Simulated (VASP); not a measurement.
Write the native input for VASP 6.6.1 that does the following.

```
Task                   : relaxation of shape and atoms at fixed volume
Functional             : PBE
Potentials or basis    : VASP PAW PBE potentials, release 64 (Bi_d, Te)
Cutoff                 : 600 eV
k mesh                 : 6 × 6 × 8
Occupations            : gaussian, width 0.05 eV
Spin                   : no spin polarisation
Dipole correction      : no
Further INCAR settings : ALGO = Normal; EDIFF = 1e-06; IBRION = 2; EDIFFG = -0.01; NSW = 60; ISIF = 4
```

The structure of BiTe lies in POSCAR:

```
BiTe
1.0
    5.5790196606      0.0000000000      0.0000000000
    0.0000000000      5.5790196606      0.0000000000
    0.0000000000      0.0000000000      4.1294559585
Bi Te
2 2
Direct
    0.5000000000      0.0000000000      0.3493954278
    0.0000000000      0.5000000000      0.6506045722
    0.0000000000      0.0000000000      0.0000000000
    0.5000000000      0.5000000000      0.0000000000
```

One way to write it, as run:

INCAR

```
PREC = Accurate ; ENCUT = 600
EDIFF = 1E-6 ; ISMEAR = 0
SIGMA = 0.05 ; LREAL = False
LASPH = True ; NELM = 100
ALGO = Normal ; ISIF = 4
LWAVE = False ; LCHARG = False
GGA = PE ; IBRION = 2
NSW = 60 ; EDIFFG = -0.01
```

KPOINTS

```
Automatic mesh
0
Gamma
  6 6 8
```

Potentials or basis: VASP PAW PBE potentials, release 64 (Bi_d, Te).

Command:

```console
$ cat potpaw_PBE.64/Bi_d/POTCAR potpaw_PBE.64/Te/POTCAR > POTCAR
$ mpirun -np 1 vasp_std > vasp.out
```

Results of the run:

* Energy gained by relaxing: 1.0 meV/atom
* Ionic steps: 5
* Pressure after relaxing: 0.5 GPa
* Largest force after relaxing: 0.004 eV/Å
* Band gap on the k mesh: zero (bands 21 and 22 overlap by 2.92 eV)

Caveat: spin-orbit coupling is left out, which moves the levels of the heavy elements.

Wall time 11 min on 1 thread of Intel Xeon 8259CL (shared host), peak memory 0.4 GiB.
